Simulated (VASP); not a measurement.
Crystal: Co.

```
CELL_PARAMETERS angstrom
1.39264 -4.41775 0.00000
1.39264 4.41775 0.00000
0.00000 0.00000 3.68566
ATOMIC_POSITIONS crystal
Co 0.09800 0.90200 0.91000
Co 0.59800 0.40200 0.59000
Co 0.90200 0.09800 0.09000
Co 0.40200 0.59800 0.41000
```

* Program: VASP 6.6.1
* Task: relaxation of cell and atoms
* Functional: PBE
* Potentials or basis: VASP PAW PBE potentials, release 64 (Co)
* Cutoff: 600 eV
* k mesh: 6 × 6 × 6
* Occupations: gaussian, width 0.1 eV
* Spin: collinear spin, ferromagnetic start
* Starting moments: [0.88, 0.88, 0.88, 0.88] μB

At the start: pressure 85.3 GPa; volume 11.34 Å³/atom.

Task: Where does the relaxation end?

Result: Over 23 steps the energy falls by 2212.8 meV/atom and the volume is 11.56 Å³/atom (+2.0 %); space group Cmce (No. 64, to 0.1 Å) before, Fmmm (No. 69, to 0.1 Å); moment 6.88 μB per cell.

The path:
| step | energy change (eV) | largest force (eV/Å) | pressure (GPa) | volume (Å³) |
| --- | --- | --- | --- | --- |
| 1 | 0.0000 | 10.4726 | 85.32 | 45.35 |
| 2 | -1.4433 | 0.4200 | -22.14 | 97.22 |
| 3 | -6.5226 | 0.6662 | -20.19 | 63.31 |
| 4 | -6.7234 | 1.0223 | -16.70 | 60.97 |
| 5 | -6.8114 | 1.8592 | -8.66 | 57.39 |
| 6 | -6.8208 | 1.6694 | -10.52 | 58.08 |
| 7 | -7.7176 | 1.6135 | -8.44 | 52.59 |
| 8 | -7.2059 | 2.5128 | 60.65 | 38.15 |
| 9 | -8.2228 | 1.5841 | -0.87 | 48.20 |
| 10 | -8.4602 | 0.6539 | 17.62 | 42.99 |
| 11 | -8.4863 | 1.0167 | 11.17 | 44.32 |
| 12 | -8.6615 | 0.8786 | 3.47 | 46.36 |
| 13 | -8.7191 | 0.2642 | 4.45 | 45.65 |
| 14 | -8.7412 | 0.1352 | -4.05 | 47.71 |
| 15 | -8.7496 | 0.0176 | -1.24 | 46.98 |
| 16 | -8.7721 | 0.0411 | -1.30 | 46.81 |
| 17 | -8.8421 | 0.0970 | 0.16 | 46.21 |
| 18 | -8.5431 | 0.2775 | 9.91 | 44.65 |
| 19 | -8.8475 | 0.1024 | 0.65 | 46.08 |
| 20 | -8.8484 | 0.1019 | 1.01 | 45.98 |
| 21 | -8.8458 | 0.0294 | -1.59 | 46.71 |
| 22 | -8.8501 | 0.0721 | -0.05 | 46.26 |
| 23 | -8.8514 | 0.0208 | 0.11 | 46.25 |

Final structure:
```
CELL_PARAMETERS angstrom
1.26676 -4.39220 0.00000
1.26676 4.39220 0.00000
0.00000 0.00000 4.15639
ATOMIC_POSITIONS crystal
Co 0.13411 0.86589 0.99961
Co 0.63411 0.36589 0.50039
Co 0.86589 0.13411 0.00039
Co 0.36589 0.63411 0.49961
```

Caveat: the k points lie up to 0.43 Å⁻¹ apart in the final cell; the highest band is partly filled, so the run has too few bands.
